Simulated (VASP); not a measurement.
# Ni (Fm-3m) in VASP: a series of runs

Runs on Ni. Level: LDA. Tasks: single point.

Program: VASP 6.6.1. These are calculated values, not measurements. Logs are shortened: lines on timing, memory, paths and dates and some standing lists are left out, and cuts for length are marked.

**1. The cell of the first run**

It takes space group Fm-3m (No. 225, cubic). The conventional cell has a = 3.424 Å, b = 3.424 Å, c = 3.424 Å, α = 90.00°, β = 90.00°, γ = 90.00°. Within 3.2 Å of Ni (site symmetry m-3m) lie 12 Ni at 2.42 Å.

**2. Single point, LDA, collinear spin, ferromagnetic start (10.04 Å³/atom)**

INCAR reads:

```
  ALGO = Normal
  EDIFF = 1E-6
  ENCUT = 520
  GGA = CA
  ISIF = 2
  ISMEAR = 0
  ISPIN = 2
  LASPH = T
  LCHARG = F
  LMAXMIX = 4
  LORBIT = 11
  LREAL = F
  LWAVE = F
  MAGMOM = 0.375
  NBANDS = 15
  NELM = 150
  NUPDOWN = 0.375
  PREC = Accurate
  SIGMA = 0.15
```

KPOINTS reads:

```
k-points
0
Gamma
  24 24 24
```

POSCAR reads:

```
Ni
1.0
    0.0000000000      1.7121260312      1.7121260312
    1.7121260312      0.0000000000      1.7121260312
    1.7121260312      1.7121260312      0.0000000000
Ni
1
Direct
    0.0000000000      0.0000000000      0.0000000000
```

Potentials or basis: VASP PAW LDA potentials, release 64 (Ni).

Run with:

```console
$ cat potpaw_LDA.64/Ni/POTCAR > POTCAR
$ mpirun -np 1 vasp_std > vasp.out
```

OUTCAR:

```text
EDIFF = 1E-6
   ENCUT = 520
   GGA = CA
   ISIF = 2
   ISMEAR = 0
   ISPIN = 2
   LASPH = T
   LORBIT = 11
   LREAL = F
   NELM = 150
   NUPDOWN = 0.375
   PREC = Accurate

 ion  position               nearest neighbor table
   1  0.000  0.000  0.000-

  LATTYP: Found a face centered cubic cell.
 ALAT       =     3.4242520624

  Lattice vectors:

 A1 = (   0.0000000000,   1.7121260312,   1.7121260312)
 A2 = (   1.7121260312,   0.0000000000,   1.7121260312)
 A3 = (   1.7121260312,   1.7121260312,   0.0000000000)

Analysis of symmetry for initial positions (statically):
=====================================================================
 Subroutine PRICEL returns:
 Original cell was already a primitive cell.

 Routine SETGRP: Setting up the symmetry group for a
 face centered cubic supercell.

 Subroutine GETGRP returns: Found 48 space group operations
 (whereof 48 operations were pure point group operations)
 out of a pool of 48 trial point group operations.

The static configuration has the point symmetry O_h .

Analysis of symmetry for dynamics (positions and initial velocities):
=====================================================================
 Subroutine PRICEL returns:
 Original cell was already a primitive cell.

 Routine SETGRP: Setting up the symmetry group for a
 face centered cubic supercell.

 Subroutine GETGRP returns: Found 48 space group operations
 (whereof 48 operations were pure point group operations)
 out of a pool of 48 trial point group operations.

The dynamic configuration has the point symmetry O_h .

Analysis of structural, dynamic, and magnetic symmetry:
=====================================================================
 Subroutine PRICEL returns:
 Original cell was already a primitive cell.

 Routine SETGRP: Setting up the symmetry group for a
 face centered cubic supercell.

 Subroutine GETGRP returns: Found 48 space group operations
 (whereof 48 operations were pure point group operations)
 out of a pool of 48 trial point group operations.

The overall configuration has the point symmetry O_h .

 Subroutine INISYM returns: Found 48 space group operations
 (whereof 48 operations are pure point group operations),
 and found     1 'primitive' translations

----------------------------------------------------------------------------------------

                                     Primitive cell

  volume of cell :      10.0378

  direct lattice vectors                    reciprocal lattice vectors
     0.000000000  1.712126031  1.712126031    -0.292034576  0.292034576  0.292034576
     1.712126031  0.000000000  1.712126031     0.292034576 -0.292034576  0.292034576
     1.712126031  1.712126031  0.000000000     0.292034576  0.292034576 -0.292034576

  length of vectors
     2.421311854  2.421311854  2.421311854     0.505818724  0.505818724  0.505818724

  position of ions in fractional coordinates (direct lattice)
     0.000000000  0.000000000  0.000000000

  ion indices of the primitive-cell ions
   primitive index   ion index
                 1           1

----------------------------------------------------------------------------------------

 KPOINTS: k-points

Automatic generation of k-mesh.
 Grid dimensions read from file:
 generate k-points for:   24   24   24

 Generating k-lattice:

  Cartesian coordinates                     Fractional coordinates (reciprocal lattice)
    -0.012168107  0.012168107  0.012168107     0.041666667  0.000000000  0.000000000
     0.012168107 -0.012168107  0.012168107     0.000000000  0.041666667  0.000000000
     0.012168107  0.012168107 -0.012168107     0.000000000  0.000000000  0.041666667

  Length of vectors
     0.021075780  0.021075780  0.021075780

  Shift w.r.t. Gamma in fractional coordinates (k-lattice)
     0.000000000  0.000000000  0.000000000

 Subroutine IBZKPT returns following result:
 ===========================================

 Found    413 irreducible k-points:

 Following reciprocal coordinates:
            Coordinates               Weight
  0.000000  0.000000  0.000000      1.000000
  0.041667  0.000000  0.000000      8.000000
  0.083333  0.000000  0.000000      8.000000
  0.125000  0.000000  0.000000      8.000000
  0.166667  0.000000  0.000000      8.000000
  0.208333  0.000000  0.000000      8.000000
[... 16 lines left out ...]
  0.416667  0.041667  0.000000     24.000000
  0.458333  0.041667  0.000000     24.000000
 [... further k-points ...]
   k-points           NKPTS =    413   k-points in BZ     NKDIM =    413   number of bands    NBANDS=     15
   number of dos      NEDOS =    301   number of ions     NIONS =      1
   total plane-waves  NPLWV =   5832
   dimension x,y,z NGX =    18 NGY =   18 NGZ =   18
   dimension x,y,z NGXF=    36 NGYF=   36 NGZF=   36
   ions per type =               1
   NGX,Y,Z   is equivalent  to a cutoff of  12.36, 12.36, 12.36 a.u.
   NGXF,Y,Z  is equivalent  to a cutoff of  24.72, 24.72, 24.72 a.u.
 SYSTEM =  unknown system
   PREC   = accura    normal or accurate (medium, high low for compatibility)
   ISTART =      0    job   : 0-new  1-cont  2-samecut
   ICHARG =      2    charge: 1-file 2-atom 10-const
   ISPIN  =      2    spin polarized calculation?
   LNONCOLLINEAR =      F non collinear calculations
   LSORBIT =      F    spin-orbit coupling
   LASPH  =      T    aspherical Exc in radial PAW
   ENCUT  =  520.0 eV  38.22 Ry    6.18 a.u.   4.50  4.50  4.50*2*pi/ulx,y,z
   NELM   =    150;   NELMIN=  2; NELMDL= -5     # of ELM steps
   EDIFF  = 0.1E-05   stopping-criterion for ELM
   LREAL  =      F    real-space projection
   EDIFFG = 0.1E-04   stopping-criterion for IOM
   NSW    =      0    number of steps for IOM
   IBRION =     -1    ionic relax: 0-MD 1-quasi-New 2-CG
   NFREE  =      0    steps in history (QN), initial steepest desc. (CG)
   ISIF   =      2    stress and relaxation
   ISYM   =      2    0-nonsym 1-usesym 2-fastsym
   POTIM  = 0.5000    time-step for ionic-motion
   TEBEG  =    0.0;   TEEND  =   0.0 temperature during run
   PSTRESS=    0.0 pullay stress
   NELECT =      10.0000    total number of electrons
   NUPDOWN=       0.3750    fix difference up-down
   EMIN   =  10.00;   EMAX   =-10.00  energy-range for DOS
   EFERMI =   0.00;   METHOD = LEGACY
   ISMEAR =     0;   SIGMA  =   0.15  broadening in eV -4-tet -1-fermi 0-gaus
   EFERMI_NEDOS =   21; number of points for ismear=-14 and -15
   IALGO  =     38    algorithm
   IMIX   =      4    mixing-type and parameters
     AMIX     =   0.40;   BMIX     =  1.00
     AMIX_MAG =   1.60;   BMIX_MAG =  1.00
  volume/ion in A,a.u.               =      10.04        67.74
  Fermi-wavevector in a.u.,A,eV,Ry     =   1.635043  3.089783 36.373335  2.673365
  Thomas-Fermi vector in A             =   2.726581
   LORBIT       =     11    0 simple, 1 ext, 2 COOP (PROOUT), +10 PAW based schemes
   GGA     = CA    functional components
   LHFCALC =     F    Hartree Fock is set to
   AEXX    =    0.0000 exact exchange contribution
   IVDW    =     0    specifies the selected vdW correction
   LEPSILON=     F    determine dielectric tensor
   LRPA    =     F    only Hartree local field effects (RPA)
 spin polarized calculation
 Gauss-broadening in eV      SIGMA  =   0.15
  energy-cutoff  :      520.00
  volume of cell :       10.04
 maximum number of plane-waves:       290
 NGX is ok and might be reduce to    18
   NGX =  9   NGY =  9   NGZ =  9

 number of electron      10.0000000 magnetization       0.3750000

 number of electron       9.9999991 magnetization       0.3749999

 Free energy of the ion-electron system (eV)
  ---------------------------------------------------
  ext. energy  EPLUGINS =         0.00000000
  ---------------------------------------------------
  free energy    TOTEN  =        -6.57692613 eV

  energy without entropy =       -6.54848543  energy(sigma->0) =       -6.56270578

 E-fermi :  10.1853     XC(G=0): -14.0957

 val. band max:       10.1816481913   @ k =  -0.4167   0.2917   0.1250
 cond. band min:      10.0336421023   @ k =   0.5000   0.4583   0.0000
 fundamental gap:     -0.1480060890
 Fermi energy:        10.0281289737

 spin component 1

 k-point     1 :       0.0000    0.0000    0.0000
  band No.  band energies     occupation
      1       0.6789      1.00000
      2       7.7825      1.00000
      3       7.7825      1.00000
      4       7.7825      1.00000
      5       9.0723      1.00000
      6       9.0723      1.00000
      7      34.6779      0.00000
      8      39.0897      0.00000
      9      39.0897      0.00000
     10      39.0897      0.00000
     11      42.3768      0.00000
     12      42.3768      0.00000
     13      42.3768      0.00000
     14      45.3045      0.00000
     15      52.2867      0.00000

 k-point     2 :       0.0417    0.0000    0.0000
  band No.  band energies     occupation
      1       0.7512      1.00000
      2       7.7614      1.00000
      3       7.8002      1.00000
      4       7.8002      1.00000
      5       9.0643      1.00000
      6       9.0643      1.00000
      7      34.5204      0.00000
      8      38.0139      0.00000
      9      38.9340      0.00000
     10      38.9340      0.00000
     11      42.6091      0.00000
     12      42.6091      0.00000
     13      43.0628      0.00000
     14      45.8695      0.00000
     15      51.4605      0.00000
[... 365 lines left out ...]
      3       7.8587      1.00000
      4       8.4790      1.00000
      5       9.7790      0.99058
      6       9.8833      0.91394
      7      18.6970      0.00000
      8      33.2095      0.00000
      9      35.1444      0.00000
     10      36.6000      0.00000
     11      39.7972      0.00000
     12      40.9420      0.00000
     13      45.9739      0.00000
     14      54.0649      0.00000
     15      56.0142      0.00000

 k-point    24 :       0.4583    0.0417    0.0000
  band No.  band energies     occupation
      1       5.0414      1.00000
      2       7.7457      1.00000
      3       7.8157      1.00000
      4       8.9832      1.00000
      5       9.8527      0.95089
      6      10.2083      0.04465
      7      17.3915      0.00000
      8      32.9957      0.00000
      9      35.2978      0.00000
     10      36.0527      0.00000
     11      39.8234      0.00000
     12      40.3694      0.00000
     13      46.2773      0.00000
     14      55.4237      0.00000
     15      56.8805      0.00000

 [... further k-points ...]

 spin component 2

 k-point     1 :       0.0000    0.0000    0.0000
  band No.  band energies     occupation
      1       0.7023      1.00000
      2       8.1712      1.00000
      3       8.1712      1.00000
      4       8.1712      1.00000
      5       9.4260      1.00000
      6       9.4260      1.00000
      7      34.6649      0.00000
      8      39.1131      0.00000
      9      39.1131      0.00000
     10      39.1131      0.00000
     11      42.4815      0.00000
     12      42.4815      0.00000
     13      42.4815      0.00000
     14      45.2859      0.00000
     15      52.4049      0.00000

 k-point     2 :       0.0417    0.0000    0.0000
  band No.  band energies     occupation
      1       0.7747      1.00000
      2       8.1490      1.00000
      3       8.1892      1.00000
      4       8.1892      1.00000
      5       9.4177      1.00000
      6       9.4177      1.00000
      7      34.5158      0.00000
      8      38.0476      0.00000
      9      38.9653      0.00000
     10      38.9653      0.00000
     11      42.7050      0.00000
     12      42.7050      0.00000
     13      43.1382      0.00000
     14      45.8626      0.00000
     15      51.5725      0.00000
[... 365 lines left out ...]
      3       8.2098      1.00000
      4       8.6448      1.00000
      5      10.1860      0.49749
      6      10.2485      0.27553
      7      18.8829      0.00000
      8      33.2022      0.00000
      9      35.2229      0.00000
     10      36.6771      0.00000
     11      39.8654      0.00000
     12      41.0104      0.00000
     13      46.0736      0.00000
     14      54.2505      0.00000
     15      56.6921      0.00000

 k-point    24 :       0.4583    0.0417    0.0000
  band No.  band energies     occupation
      1       5.2645      1.00000
      2       8.0876      1.00000
      3       8.1639      1.00000
      4       9.1462      1.00000
      5      10.2636      0.23006
      6      10.5161      0.00091
      7      17.6074      0.00000
      8      32.9869      0.00000
      9      35.3733      0.00000
     10      36.1262      0.00000
     11      39.8943      0.00000
     12      40.4421      0.00000
     13      46.3928      0.00000
     14      55.8508      0.00000
     15      57.3758      0.00000

 [... further k-points ...]

------------------------ aborting loop because EDIFF is reached ----------------------------------------

  FORCE on cell =-STRESS in cart. coord.  units (eV):
  Direction    XX          YY          ZZ          XY          YZ          ZX
  --------------------------------------------------------------------------------------
  -------------------------------------------------------------------------------------
  Total       -0.0516537     -0.0516537     -0.0516537      0.0000000      0.0000000     -0.0000000
  in kB       -8.2447025     -8.2447025     -8.2447025      0.0000000      0.0000000     -0.0000000
  external PRESSURE =      -8.2447025 kB  Pullay stress =       0.0000000 kB

 VOLUME and BASIS-vectors are now :
 -----------------------------------------------------------------------------
  energy-cutoff  :      520.00
  volume of cell :       10.04
      direct lattice vectors                 reciprocal lattice vectors
     0.000000000  1.712126031  1.712126031    -0.292034576  0.292034576  0.292034576
     1.712126031  0.000000000  1.712126031     0.292034576 -0.292034576  0.292034576
     1.712126031  1.712126031  0.000000000     0.292034576  0.292034576 -0.292034576

 POSITION                                       TOTAL-FORCE (eV/Angst)
 -----------------------------------------------------------------------------------
      0.00000      0.00000      0.00000        -0.000000     -0.000000     -0.000000
 -----------------------------------------------------------------------------------
    total drift:                                0.000000     -0.000000      0.000000

  FREE ENERGIE OF THE ION-ELECTRON SYSTEM (eV)
  ---------------------------------------------------
  free  energy   TOTEN  =        -6.5769261258 eV

  energy  without entropy=       -6.5484854266  energy(sigma->0) =       -6.56270578

 total charge

# of ion       s       p       d       tot
------------------------------------------
    1        0.533   0.569   8.374   9.475

 magnetization (x)

# of ion       s       p       d       tot
------------------------------------------
    1       -0.005  -0.015   0.395   0.376
```

Run time: 3.8 min. Hardware: 1 thread of AMD EPYC 7R13, shared host; peak memory 0.17 GiB.

Results:

```
Free energy                                           : -6.5769 eV
Pressure                                              : -0.8 GPa
Net moment                                            : 0.37 μB per cell
Site moments                                          : Ni +0.38 μB
Valence electrons inside the program's atomic spheres : Ni 9.47
```

Caveat: the total moment is fixed, so each spin has its own Fermi level.

**3. Single point, LDA, collinear spin (10.04 Å³/atom)**

INCAR reads:

```
PREC     = Accurate       # precision mode
ENCUT    = 520            # plane-wave cutoff, eV
EDIFF    = 1E-6           # SCF threshold, eV
ISMEAR   = 0              # smearing method
SIGMA    = 0.15           # smearing width, eV
LREAL    = False          # projectors in reciprocal space
LASPH    = True           # aspherical terms in the spheres
NELM     = 150            # most SCF steps
ALGO     = Normal         # electronic algorithm
ISIF     = 2              # what is computed and relaxed
LWAVE    = False          # write WAVECAR
LCHARG   = True           # write CHGCAR
ISPIN    = 2              # spin polarisation
MAGMOM   = 0.125          # initial moments
LORBIT   = 11             # projections on sites
NUPDOWN  = 0.125          # fixed moment
LMAXMIX  = 4              # l up to which the mixer works
GGA      = CA             # functional
LELF     = True           # ELF
LVHAR    = True         
NBANDS   = 15             # bands
```

KPOINTS reads:

```
regular mesh
0
Gamma
  24 24 24
```

POSCAR is that of step 2.

Potentials or basis: VASP PAW LDA potentials, release 64 (Ni).

Run with:

```console
$ cat potpaw_LDA.64/Ni/POTCAR > POTCAR
$ mpirun -np 1 vasp_std > vasp.out
```

Wall time 3.8 min (1 thread of AMD EPYC 7R13, shared host); peak memory 0.17 GiB.

Results (log left out):

| Item | Value |
| --- | --- |
| Free energy | -6.5626 eV |
| Pressure | -1.1 GPa |
| Net moment | 0.12 μB per cell |
| Site moments | Ni +0.12 μB |
| Valence electrons inside the program's atomic spheres | Ni 9.47 |

Caveat: the total moment is fixed, so each spin has its own Fermi level.
